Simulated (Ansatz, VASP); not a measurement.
Two plane-wave programs on AgI

File INCAR:

```
SYSTEM = AgI
PREC     = Accurate       ! precision mode
ENCUT    = 400            ! plane-wave cutoff, eV
EDIFF    = 1E-8           ! SCF threshold, eV
ISMEAR   = -1             ! smearing method
SIGMA    = 0.02           ! smearing width, eV
LREAL    = .FALSE.        ! projectors in reciprocal space
LASPH    = .TRUE.         ! aspherical terms in the spheres
NELM     = 120            ! most SCF steps
ALGO     = Normal         ! electronic algorithm
ISIF     = 2              ! what is computed and relaxed
LWAVE    = .FALSE.        ! write WAVECAR
LCHARG   = .FALSE.        ! write CHGCAR
GGA      = CA             ! functional
LEFG     = .TRUE.       
NBANDS   = 26             ! bands
GGA_COMPAT= .FALSE.
```

Contents of KPOINTS:

```
regular mesh
0
G
  8 8 4
  0 0 0
```

File POSCAR:

```
AgI
1.0
    4.5800015808      0.0000000000      0.0000000000
   -2.2900007904      3.9663977183      0.0000000000
    0.0000000000      0.0000000000      7.5100000000
Ag I
2 2
Direct
    0.3333333333      0.6666666667      0.0000000000
    0.6666666667      0.3333333333      0.5000000000
    0.3333333333      0.6666666667      0.3750000000
    0.6666666667      0.3333333333      0.8750000000
```

Input for Ansatz:

```yaml
crystal:
  lattice:
    - [4.5800015808, 0.0, 0.0]
    - [-2.2900007904, 3.9663977183, 0.0]
    - [0.0, 0.0, 7.51]
  atoms:
    - { symbol: Ag, position: [0.3333333333, 0.6666666667, 0.0] }
    - { symbol: Ag, position: [0.6666666667, 0.3333333333, 0.5] }
    - { symbol: I, position: [0.3333333333, 0.6666666667, 0.375] }
    - { symbol: I, position: [0.6666666667, 0.3333333333, 0.875] }
kpoints:
  mp_grid: { grid: [8, 8, 4] }
  band_path:
    path:
      - [0.0, 0.0, 0.0]
      - [0.5, 0.0, 0.0]
      - [0.3333333333, 0.3333333333, 0.0]
      - [0.0, 0.0, 0.0]
      - [0.0, 0.0, 0.5]
      - [0.5, 0.0, 0.5]
      - [0.3333333333, 0.3333333333, 0.5]
      - [0.0, 0.0, 0.5]
      - [0.5, 0.0, 0.5]
    npoints: 14
scf:
  occupations: { method: fermi_dirac, width: 0.02 }
hamiltonian:
  xc: lda
  pseudopotentials: { kind: paw }
output:
  forces: true
  stress: true
  eigenvalues: true
  efg: { contact_densities: true }
  populations: true
  bader: true
  dos: { projected: true, de: 0.2, e_range: [-14, 8] }
  write_density: true
  write_potential: true
  elf: true
  volumetric_format: npy
```

Alike in both runs: task electric field gradients; functional LDA; k mesh 8 × 8 × 4; occupations fermi-dirac, width 0.02 eV; no spin polarisation.

|  | VASP | Ansatz |
| --- | --- | --- |
| version | VASP 6.6.1 | Ansatz 0.2.0 |
| potentials or method | VASP PAW LDA potentials, release 64 (Ag, I) | PAW with Ansatz's default frozen-core files, scalar-relativistic |
| plane-wave cutoff (eV) | 400 | 420 |
| valence electrons in the cell | 36 | 72 |

VASP gave:

| Quantity | Value |
| --- | --- |
| gap on the k mesh at the Fermi level (eV) | 1.11 |
| pressure (GPa) | -2.3 |
| traceless stress, the component that is largest in VASP (GPa) | -0.11 |
| rms of the force components (eV/Å) | 0.005 |
| size of Vzz on the site where it differs most (V/Å²) | 2.0 |

Estimate Ansatz's values.

gap on the k mesh at the Fermi level (eV): 1.08; pressure (GPa): -2.2; traceless stress, the component that is largest in VASP (GPa): -0.11; rms of the force components (eV/Å): 0.005; size of Vzz on the site where it differs most (V/Å²): 1.5.

LDA's correlation is that of Perdew and Zunger in VASP and of Perdew and Wang (1992) in Ansatz. Atom by atom the forces differ by 0.000 eV/Å (rms over components). VASP's potentials hold 36 valence electrons a cell and Ansatz's 72, so a difference there can come from the potentials and not from the codes.

Neither program's run includes spin-orbit coupling.
